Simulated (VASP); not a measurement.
A run of VASP 6.6.1:

File INCAR:

```
SYSTEM = ZrB2
PREC     = Accurate       ! precision mode
ENCUT    = 520            ! plane-wave cutoff, eV
EDIFF    = 1E-8           ! SCF threshold, eV
ISMEAR   = -1             ! smearing method
SIGMA    = 0.05           ! smearing width, eV
LREAL    = .False.        ! projectors in reciprocal space
LASPH    = .True.         ! aspherical terms in the spheres
NELM     = 150            ! most SCF steps
ALGO     = Normal         ! electronic algorithm
ISIF     = 2              ! what is computed and relaxed
LWAVE    = .False.        ! write WAVECAR
LCHARG   = .False.        ! write CHGCAR
MAGMOM   = 0 0 0 0 0 0 0 0 0 ! initial moments
LORBIT   = 11             ! projections on sites
LSORBIT  = .True.         ! spin-orbit coupling
GGA_COMPAT= .False.      
LORBMOM  = .True.       
LMAXMIX  = 4              ! l up to which the mixer works
GGA      = PE             ! functional
LEFG     = .True.       
NBANDS   = 31             ! bands
```

The input KPOINTS:

```
Automatic mesh
0
Gamma
  17 17 13
  0 0 0
```

The input POSCAR:

```
ZrB2
1.0
    3.1700000000      0.0000000000      0.0000000000
   -1.5850000000      2.7453005300      0.0000000000
    0.0000000000      0.0000000000      3.5330000000
Zr B
1 2
Direct
    0.0000000000      0.0000000000      0.0000000000
    0.3333333333      0.6666666667      0.5000000000
    0.6666666667      0.3333333333      0.5000000000
```

Potentials or basis: VASP PAW PBE potentials, release 64 (Zr_sv, B).

The run is started by

```sh
$ cat potpaw_PBE.64/Zr_sv/POTCAR potpaw_PBE.64/B/POTCAR > POTCAR
$ mpirun -np 1 vasp_ncl > vasp.out
```

Hardware: 1 thread of Oxide Virtual Turin-like Processor, on a shared host.

Question: Estimate the wall time of this run.

Answer: Run time: 6 min on 1 thread of Oxide Virtual Turin-like Processor (shared host), peak memory 0.4 GiB. Counts: scf iterations 17, k points 231.
